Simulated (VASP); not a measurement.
# Mo (R-3m) in VASP: a series of runs

Runs on Mo. Level: PBE. Tasks: single point.

Everything below comes from runs of VASP 6.6.1. Logs are shortened: lines on timing, memory, paths and dates and some standing lists are left out, and cuts for length are marked.

### 1 The cell of the first run

Symmetry: R-3m, No. 166, trigonal system. The conventional cell has a = 3.237 Å, b = 3.237 Å, c = 4.383 Å, α = 90.00°, β = 90.00°, γ = 120.00°. Within 3.1 Å of Mo (site symmetry -3m) lie 6 Mo at 2.37 Å.

### 2 Single point, PBE

Input file INCAR:

```
SYSTEM = Mo
ALGO     = Fast           ! electronic algorithm
EDIFF    = 1E-6           ! SCF threshold, eV
ENCUT    = 520            ! plane-wave cutoff, eV
GGA      = PE             ! functional
ISIF     = 2              ! what is computed and relaxed
ISMEAR   = 0              ! smearing method
LASPH    = .TRUE.         ! aspherical terms in the spheres
LCHARG   = .FALSE.        ! write CHGCAR
LREAL    = .FALSE.        ! projectors in reciprocal space
LWAVE    = .FALSE.        ! write WAVECAR
NBANDS   = 13             ! bands
NELM     = 100            ! most SCF steps
PREC     = Accurate       ! precision mode
SIGMA    = 0.15           ! smearing width, eV
```

Input file KPOINTS:

```
k-points
0
G
  22 22 22
  0 0 0
```

Input file POSCAR:

```
Mo
1.0
   -0.6824627329      1.6065284892      1.6065284892
    1.6065284892     -0.6824627329      1.6065284892
    1.6065284892      1.6065284892     -0.6824627329
Mo
1
Direct
    0.0000000000      0.0000000000      0.0000000000
```

Potentials or basis: VASP PAW PBE potentials, release 64 (Mo_sv).

Started as:

```sh
cat potpaw_PBE.64/Mo_sv/POTCAR > POTCAR
mpirun -np 1 vasp_std > vasp.out
```

OUTCAR:

```text
SYSTEM = Mo
   EDIFF = 1E-6
   ENCUT = 520
   GGA = PE
   ISIF = 2
   ISMEAR = 0
   LASPH = .TRUE.
   LREAL = .FALSE.
   NELM = 100
   PREC = Accurate

 ion  position               nearest neighbor table
   1  0.000  0.000  0.000-

  LATTYP: Found a trigonal (rhomboedric) cell.
 ALAT       =     2.3722611481
 COS(alpha) =     0.0689708858

  Lattice vectors:

 A1 = (  -0.6824627329,   1.6065284892,   1.6065284892)
 A2 = (   1.6065284892,  -0.6824627329,   1.6065284892)
 A3 = (   1.6065284892,   1.6065284892,  -0.6824627329)

Analysis of symmetry for initial positions (statically):
=====================================================================
 Subroutine PRICEL returns:
 Original cell was already a primitive cell.

 Routine SETGRP: Setting up the symmetry group for a
 trigonal (rhombohedral) supercell.

 Subroutine GETGRP returns: Found 12 space group operations
 (whereof 12 operations were pure point group operations)
 out of a pool of 12 trial point group operations.

The static configuration has the point symmetry D_3d.

Analysis of symmetry for dynamics (positions and initial velocities):
=====================================================================
 Subroutine PRICEL returns:
 Original cell was already a primitive cell.

 Routine SETGRP: Setting up the symmetry group for a
 trigonal (rhombohedral) supercell.

 Subroutine GETGRP returns: Found 12 space group operations
 (whereof 12 operations were pure point group operations)
 out of a pool of 12 trial point group operations.

The dynamic configuration has the point symmetry D_3d.

 Subroutine INISYM returns: Found 12 space group operations
 (whereof 12 operations are pure point group operations),
 and found     1 'primitive' translations

----------------------------------------------------------------------------------------

                                     Primitive cell

  volume of cell :      13.2590

  direct lattice vectors                    reciprocal lattice vectors
    -0.682462733  1.606528489  1.606528489    -0.159527748  0.277345924  0.277345924
     1.606528489 -0.682462733  1.606528489     0.277345924 -0.159527748  0.277345924
     1.606528489  1.606528489 -0.682462733     0.277345924  0.277345924 -0.159527748

  length of vectors
     2.372261148  2.372261148  2.372261148     0.423427238  0.423427238  0.423427238

  position of ions in fractional coordinates (direct lattice)
     0.000000000  0.000000000  0.000000000

  ion indices of the primitive-cell ions
   primitive index   ion index
                 1           1

----------------------------------------------------------------------------------------

 KPOINTS: k-points

Automatic generation of k-mesh.
 Grid dimensions read from file:
 generate k-points for:   22   22   22

 Generating k-lattice:

  Cartesian coordinates                     Fractional coordinates (reciprocal lattice)
    -0.007251261  0.012606633  0.012606633     0.045454545 -0.000000000 -0.000000000
     0.012606633 -0.007251261  0.012606633    -0.000000000  0.045454545 -0.000000000
     0.012606633  0.012606633 -0.007251261    -0.000000000 -0.000000000  0.045454545

  Length of vectors
     0.019246693  0.019246693  0.019246693

  Shift w.r.t. Gamma in fractional coordinates (k-lattice)
     0.000000000  0.000000000  0.000000000

 Subroutine IBZKPT returns following result:
 ===========================================

 Found   1024 irreducible k-points:

 Following reciprocal coordinates:
            Coordinates               Weight
  0.000000  0.000000  0.000000      1.000000
  0.045455  0.000000  0.000000      6.000000
  0.090909  0.000000  0.000000      6.000000
  0.136364  0.000000 -0.000000      6.000000
  0.181818  0.000000  0.000000      6.000000
  0.227273  0.000000  0.000000      6.000000
[... 16 lines left out ...]
  0.500000  0.045455  0.000000     12.000000
 -0.454545  0.045455 -0.000000     12.000000
 [... further k-points ...]
   k-points           NKPTS =   1024   k-points in BZ     NKDIM =   1024   number of bands    NBANDS=     13
   number of dos      NEDOS =    301   number of ions     NIONS =      1
   total plane-waves  NPLWV =   5832
   dimension x,y,z NGX =    18 NGY =   18 NGZ =   18
   dimension x,y,z NGXF=    36 NGYF=   36 NGZF=   36
   ions per type =               1
   NGX,Y,Z   is equivalent  to a cutoff of  12.61, 12.61, 12.61 a.u.
   NGXF,Y,Z  is equivalent  to a cutoff of  25.23, 25.23, 25.23 a.u.
 SYSTEM =  Mo
   PREC   = accura    normal or accurate (medium, high low for compatibility)
   ISTART =      0    job   : 0-new  1-cont  2-samecut
   ICHARG =      2    charge: 1-file 2-atom 10-const
   ISPIN  =      1    spin polarized calculation?
   LNONCOLLINEAR =      F non collinear calculations
   LSORBIT =      F    spin-orbit coupling
   LASPH  =      T    aspherical Exc in radial PAW
   ENCUT  =  520.0 eV  38.22 Ry    6.18 a.u.   4.41  4.41  4.41*2*pi/ulx,y,z
   NELM   =    100;   NELMIN=  2; NELMDL= -5     # of ELM steps
   EDIFF  = 0.1E-05   stopping-criterion for ELM
   LREAL  =      F    real-space projection
   EDIFFG = 0.1E-04   stopping-criterion for IOM
   NSW    =      0    number of steps for IOM
   IBRION =     -1    ionic relax: 0-MD 1-quasi-New 2-CG
   NFREE  =      0    steps in history (QN), initial steepest desc. (CG)
   ISIF   =      2    stress and relaxation
   ISYM   =      2    0-nonsym 1-usesym 2-fastsym
   POTIM  = 0.5000    time-step for ionic-motion
   TEBEG  =    0.0;   TEEND  =   0.0 temperature during run
   PSTRESS=    0.0 pullay stress
   NELECT =      14.0000    total number of electrons
   NUPDOWN=      -1.0000    fix difference up-down
   EMIN   =  10.00;   EMAX   =-10.00  energy-range for DOS
   EFERMI =   0.00;   METHOD = LEGACY
   ISMEAR =     0;   SIGMA  =   0.15  broadening in eV -4-tet -1-fermi 0-gaus
   EFERMI_NEDOS =   21; number of points for ismear=-14 and -15
   IALGO  =     68    algorithm
   IMIX   =      4    mixing-type and parameters
     AMIX     =   0.40;   BMIX     =  1.00
     AMIX_MAG =   1.60;   BMIX_MAG =  1.00
  volume/ion in A,a.u.               =      13.26        89.48
  Fermi-wavevector in a.u.,A,eV,Ry     =   1.667045  3.150258 37.811109  2.779038
  Thomas-Fermi vector in A             =   2.753135
   LORBIT       =      0    0 simple, 1 ext, 2 COOP (PROOUT), +10 PAW based schemes
   GGA     = PE    functional components
   LHFCALC =     F    Hartree Fock is set to
   AEXX    =    0.0000 exact exchange contribution
   IVDW    =     0    specifies the selected vdW correction
   LEPSILON=     F    determine dielectric tensor
   LRPA    =     F    only Hartree local field effects (RPA)
 non-spin polarized calculation
 RMM-DIIS sequential band-by-band and
 Gauss-broadening in eV      SIGMA  =   0.15
  energy-cutoff  :      520.00
  volume of cell :       13.26
 maximum number of plane-waves:       377
 NGX is ok and might be reduce to    18

 number of electron      14.0000000 magnetization

 Free energy of the ion-electron system (eV)
  ---------------------------------------------------
  ext. energy  EPLUGINS =         0.00000000
  ---------------------------------------------------
  free energy    TOTEN  =        -8.86074230 eV

  energy without entropy =       -8.85178580  energy(sigma->0) =       -8.85626405

 E-fermi :  15.3460     XC(G=0): -14.1990

 val. band max:       15.3456562590   @ k =   0.2727   0.2273   0.1364
 cond. band min:      15.3484537469   @ k =   0.4091   0.3182   0.1364
 fundamental gap:      0.0027974879
 Fermi energy:        15.3460494488

 k-point     1 :       0.0000    0.0000    0.0000
  band No.  band energies     occupation
      1     -46.2460      2.00000
      2     -18.6289      2.00000
      3     -18.6289      2.00000
      4     -18.4371      2.00000
      5       8.0133      2.00000
      6       9.4573      2.00000
      7       9.4573      2.00000
      8      20.5637      0.00000
      9      20.5637      0.00000
     10      20.7924      0.00000
     11      31.7591      0.00000
     12      33.9061      0.00000
     13      33.9061      0.00000

 k-point     2 :       0.0455    0.0000    0.0000
  band No.  band energies     occupation
      1     -46.2359      2.00000
      2     -18.6807      2.00000
      3     -18.6229      2.00000
      4     -18.4530      2.00000
      5       8.0997      2.00000
      6       9.4794      2.00000
      7       9.5718      2.00000
      8      20.4183      0.00000
      9      20.4973      0.00000
     10      20.7239      0.00000
     11      31.8162      0.00000
     12      33.6574      0.00000
     13      34.1224      0.00000

 k-point     3 :       0.0909    0.0000    0.0000
  band No.  band energies     occupation
      1     -46.2061      2.00000
      2     -18.8680      2.00000
      3     -18.6052      2.00000
      4     -18.4606      2.00000
      5       8.3282      2.00000
      6       9.5443      2.00000
      7       9.9315      2.00000
      8      20.0169      0.00000
      9      20.1562      0.00000
     10      20.6961      0.00000
     11      31.6702      0.00000
     12      33.3435      0.00000
     13      34.7289      0.00000

 k-point     4 :       0.1364    0.0000   -0.0000
  band No.  band energies     occupation
      1     -46.1588      2.00000
      2     -19.1833      2.00000
      3     -18.5771      2.00000
      4     -18.4438      2.00000
      5       8.6370      2.00000
      6       9.6480      2.00000
      7      10.5558      2.00000
      8      19.4419      0.00000
      9      19.6066      0.00000
     10      20.7265      0.00000
     11      30.8319      0.00000
     12      33.6445      0.00000
     13      35.6101      0.00000

 k-point     5 :       0.1818    0.0000    0.0000
  band No.  band energies     occupation
      1     -46.0974      2.00000
      2     -19.5832      2.00000
      3     -18.5409      2.00000
      4     -18.4130      2.00000
      5       8.9859      2.00000
      6       9.7838      2.00000
      7      11.4154      2.00000
      8      18.7828      0.00000
      9      18.9763      0.00000
     10      20.7773      0.00000
     11      29.7043      0.00000
     12      34.2787      0.00000
     13      35.8810      0.00000
[... 257 lines left out ...]
 k-point    22 :       0.4545    0.0455   -0.0000
  band No.  band energies     occupation
      1     -45.7191      2.00000
      2     -21.6558      2.00000
      3     -18.3667      2.00000
      4     -18.2331      2.00000
      5      10.6866      2.00000
      6      11.2555      2.00000
      7      14.6906      2.00000
      8      16.1715      0.00000
      9      17.2221      0.00000
     10      20.9867      0.00000
     11      28.0041      0.00000
     12      30.3995      0.00000
     13      37.1574      0.00000

 k-point    23 :       0.5000    0.0455    0.0000
  band No.  band energies     occupation
      1     -45.7074      2.00000
      2     -21.7148      2.00000
      3     -18.3624      2.00000
      4     -18.2275      2.00000
      5      10.7131      2.00000
      6      11.3177      2.00000
      7      14.8356      2.00000
      8      16.1664      0.00000
      9      17.0678      0.00000
     10      20.9857      0.00000
     11      28.2679      0.00000
     12      30.2185      0.00000
     13      36.6091      0.00000

 k-point    24 :      -0.4545    0.0455   -0.0000
  band No.  band energies     occupation
      1     -45.7182      2.00000
      2     -21.6602      2.00000
      3     -18.3710      2.00000
      4     -18.2342      2.00000
      5      10.6883      2.00000
      6      11.2170      2.00000
      7      15.0148      1.99821
      8      16.2800      0.00000
      9      16.9025      0.00000
     10      20.9650      0.00000
     11      28.0286      0.00000
     12      30.3024      0.00000
     13      36.5989      0.00000

 [... further k-points ...]
[... 5 lines left out ...]
  --------------------------------------------------------------------------------------
  -------------------------------------------------------------------------------------
  Total        7.9107124      7.9107124      7.9107124      1.1224078      1.1224078      1.1224078
  in kB      955.9064808    955.9064808    955.9064808    135.6283562    135.6283562    135.6283562
  external PRESSURE =     955.9064808 kB  Pullay stress =       0.0000000 kB

 VOLUME and BASIS-vectors are now :
 -----------------------------------------------------------------------------
  energy-cutoff  :      520.00
  volume of cell :       13.26
      direct lattice vectors                 reciprocal lattice vectors
    -0.682462733  1.606528489  1.606528489    -0.159527748  0.277345924  0.277345924
     1.606528489 -0.682462733  1.606528489     0.277345924 -0.159527748  0.277345924
     1.606528489  1.606528489 -0.682462733     0.277345924  0.277345924 -0.159527748

 POSITION                                       TOTAL-FORCE (eV/Angst)
 -----------------------------------------------------------------------------------
      0.00000      0.00000      0.00000        -0.000000     -0.000000      0.000000
 -----------------------------------------------------------------------------------
    total drift:                                0.000000     -0.000000      0.000000

  FREE ENERGIE OF THE ION-ELECTRON SYSTEM (eV)
  ---------------------------------------------------
  free  energy   TOTEN  =        -8.8607423007 eV

  energy  without entropy=       -8.8517858031  energy(sigma->0) =       -8.85626405
```

It took 3.2 min on 1 thread of Intel Xeon Platinum 8259CL at 2.50GHz (Skylake/Cascade Lake), shared host; peak memory 0.26 GiB.

What came out:

```yaml
Free_energy: -8.8607 eV
Pressure: 95.6 GPa
Band_gap_on_the_k_mesh: zero (band 7 reaches 17.26 eV, above the bottom of band 8 at 13.78 eV)
```

Levels at points of the mesh, in eV from the Fermi level:
| k point | band 3 | band 4 | band 5 | band 6 | band 7 | band 8 | band 9 | band 10 | band 11 | band 12 |
| --- | --- | --- | --- | --- | --- | --- | --- | --- | --- | --- |
| (0.00, 0.00, 0.00) | -33.97 | -33.78 | -7.33 | -5.89 | -5.89 | 5.22 | 5.22 | 5.45 | 16.41 | 18.56 |
| (0.50, 0.00, 0.00) | -33.67 | -33.55 | -4.71 | -4.14 | 0.46 | 0.60 | 1.00 | 5.76 | 12.95 | 14.71 |
| (0.50, 0.50, 0.00) | -36.39 | -33.33 | -7.86 | -3.10 | 1.62 | 1.90 | 6.80 | 8.43 | 8.73 | 17.08 |
| (0.50, 0.50, 0.50) | -35.94 | -35.94 | -6.38 | -5.23 | -5.23 | 6.81 | 9.03 | 9.03 | 15.55 | 18.38 |

### 3 Single point, PBE

This run uses another cell than the first one, of the same volume but with other edges.

Input file INCAR:

```
SYSTEM = Mo
PREC = Accurate
ENCUT = 520
EDIFF = 1E-7
ISMEAR = 0
SIGMA = 0.15
LREAL = .FALSE.
LASPH = .TRUE.
NELM = 80
ALGO = Fast
ISIF = 2
LWAVE = .FALSE.
LCHARG = .FALSE.
GGA = PE
NBANDS = 13
```

Input file KPOINTS:

```
regular mesh
0
G
  22 22 22
  0 0 0
```

Input file POSCAR:

```
Mo
1.0
   -1.8876275458      1.5160584872      1.5160584872
    1.5160584872     -1.8876275458      1.5160584872
    1.5160584872      1.5160584872     -1.8876275458
Mo
1
Direct
    0.0000000000      0.0000000000      0.0000000000
```

Potentials or basis: VASP PAW PBE potentials, release 64 (Mo_sv).

Started as:

```sh
cat potpaw_PBE.64/Mo_sv/POTCAR > POTCAR
mpirun -np 1 vasp_std > vasp.out
```

Run time: 5.2 min. Hardware: 1 thread of Intel Xeon Platinum 8259CL at 2.50GHz (Skylake/Cascade Lake), shared host; peak memory 0.28 GiB.

Results (log left out):

| Property | Result |
| --- | --- |
| Free energy | -7.8297 eV |
| Pressure | 135.7 GPa |
| Band gap on the k mesh | zero (band 7 reaches 18.16 eV, above the bottom of band 8 at 12.80 eV) |

Stress tensor (GPa, compression positive):
```
135.68 106.47 106.47
106.47 135.68 106.47
106.47 106.47 135.68
```

Levels at points of the mesh, in eV from the Fermi level:
```tsv
k point	band 5	band 6	band 7	band 8	band 9	band 10
(0.00, 0.00, 0.00)	-8.60	-5.11	-2.61	-2.61	6.69	6.69
(0.50, 0.00, 0.00)	-7.44	-5.37	0.70	1.73	4.58	5.90
(0.50, 0.50, 0.00)	-6.89	-5.74	0.27	2.56	6.89	7.55
(0.50, 0.50, 0.50)	-7.73	-7.73	2.75	2.75	9.23	9.44
```

### 4 Single point, PBE

Input file INCAR:

```
SYSTEM = Mo
ALGO = Fast
EDIFF = 1E-7
ENCUT = 520
GGA = PE
ISIF = 2
ISMEAR = 0
LASPH = .True.
LCHARG = .True.
LELF = .True.
LREAL = .False.
LVHAR = .True.
LWAVE = .False.
NBANDS = 13
NELM = 100
PREC = Accurate
SIGMA = 0.15
```

Input file KPOINTS:

```
k-points
0
Gamma
  22 22 22
  0 0 0
```

Input file POSCAR:

```
Mo
1.0
   -0.8912977978      1.5541872885      1.5541872885
    1.5541872885     -0.8912977978      1.5541872885
    1.5541872885      1.5541872885     -0.8912977978
Mo
1
Direct
    0.0000000000      0.0000000000      0.0000000000
```

Started as:

```sh
cat potpaw_PBE.64/Mo_sv/POTCAR > POTCAR
mpirun -np 1 vasp_std > vasp.out
```

Run time: 3.4 min. Hardware: 1 thread of Intel Xeon Platinum 8259CL at 2.50GHz (Skylake/Cascade Lake), shared host; peak memory 0.26 GiB.

It converged, with:

| Property | Result |
| --- | --- |
| Free energy | -8.8508 eV |
| Pressure | 96.1 GPa |
| Band gap on the k mesh | zero (band 7 reaches 17.21 eV, above the bottom of band 8 at 14.02 eV) |

Stress tensor (GPa, compression positive):
```
 96.12 -12.52 -12.52
-12.52  96.12 -12.52
-12.52 -12.52  96.12
```

Levels at points of the mesh, in eV from the Fermi level:
| k point | band 5 | band 6 | band 7 | band 8 | band 9 | band 10 |
| --- | --- | --- | --- | --- | --- | --- |
| (0.00, 0.00, 0.00) | -7.33 | -5.89 | -5.89 | 5.08 | 5.42 | 5.42 |
| (0.50, 0.00, 0.00) | -4.72 | -4.14 | 0.46 | 0.71 | 0.89 | 5.82 |
| (0.50, 0.50, 0.00) | -7.86 | -3.02 | 1.42 | 1.97 | 6.79 | 8.42 |
| (0.50, 0.50, 0.50) | -6.06 | -6.06 | -4.73 | 6.83 | 9.05 | 9.05 |

### 5 Single point, PBE

This run uses another cell than the first one, of the same volume but with other edges.

Input file INCAR:

```
SYSTEM = Mo
  PREC = Accurate
  ENCUT = 520
  EDIFF = 1E-6
  ISMEAR = 0
  SIGMA = 0.15
  LREAL = .FALSE.
  LASPH = .TRUE.
  NELM = 80
  ALGO = Fast
  ISIF = 2
  LWAVE = .FALSE.
  LCHARG = .FALSE.
  GGA = PE
  NBANDS = 13
```

Input file KPOINTS:

```
Automatic mesh
0
G
  22 22 22
  0 0 0
```

Input file POSCAR:

```
Mo
1.0
   -1.2935566707      1.4976898316      1.4976898316
    1.4976898316     -1.2935566707      1.4976898316
    1.4976898316      1.4976898316     -1.2935566707
Mo
1
Direct
    0.0000000000      0.0000000000      0.0000000000
```

Started as:

```sh
cat potpaw_PBE.64/Mo_sv/POTCAR > POTCAR
mpirun -np 1 vasp_std > vasp.out
```

Wall time 3.3 min (1 thread of Intel Xeon Platinum 8259CL at 2.50GHz (Skylake/Cascade Lake), shared host); peak memory 0.26 GiB.

Results (log left out):

| Quantity | Value |
| --- | --- |
| Free energy | -10.1663 eV |
| Pressure | 72.9 GPa |
| Band gap on the k mesh | zero (band 7 reaches 17.37 eV, above the bottom of band 8 at 14.07 eV) |

Stress tensor (GPa, compression positive):
```
 72.89 -17.11 -17.11
-17.11  72.89 -17.11
-17.11 -17.11  72.89
```

Levels at points of the mesh, in eV from the Fermi level:
```
           k point  band 4  band 5  band 6  band 7  band 8  band 9  band 10  band 11
(0.00, 0.00, 0.00)  -34.12   -7.78   -3.64   -3.64    0.63    2.63     2.63    14.15
(0.50, 0.00, 0.00)  -34.11   -6.16   -4.81    1.21    2.89    3.10     4.32    13.28
(0.50, 0.50, 0.00)  -34.21   -6.98   -4.30    1.74    1.85    3.58     6.80    10.84
(0.50, 0.50, 0.50)  -35.44   -7.00   -7.00    1.39    6.36    6.36     8.20    11.98
```

### 6 Overview

| cell | further INCAR settings | gap on the mesh (eV) | pressure (GPa) |
| --- | --- | --- | --- |
| a = 2.372 Å, angles 86.0°, 1 atom | ALGO = Fast; EDIFF = 1e-06; NBANDS = 13 | none | 95.6 |
| a = 2.857 Å, angles 114.8°, 1 atom | ALGO = Fast; EDIFF = 1e-07; NBANDS = 13 | none | 135.7 |
| a = 2.372 Å, angles 93.6°, 1 atom | ALGO = Fast; EDIFF = 1e-07; NBANDS = 13 | none | 96.1 |
| a = 2.482 Å, angles 105.4°, 1 atom | ALGO = Fast; EDIFF = 1e-06; NBANDS = 13 | none | 72.9 |

Alike in all rows: task single point; level PBE; potentials or basis VASP PAW PBE potentials, release 64 (Mo_sv); no spin polarisation; k mesh 22 × 22 × 22; cutoff (eV) 520; smearing gaussian 0.15 eV.

Total energies depend on the potentials used, so only differences within one code and one set of settings carry meaning.
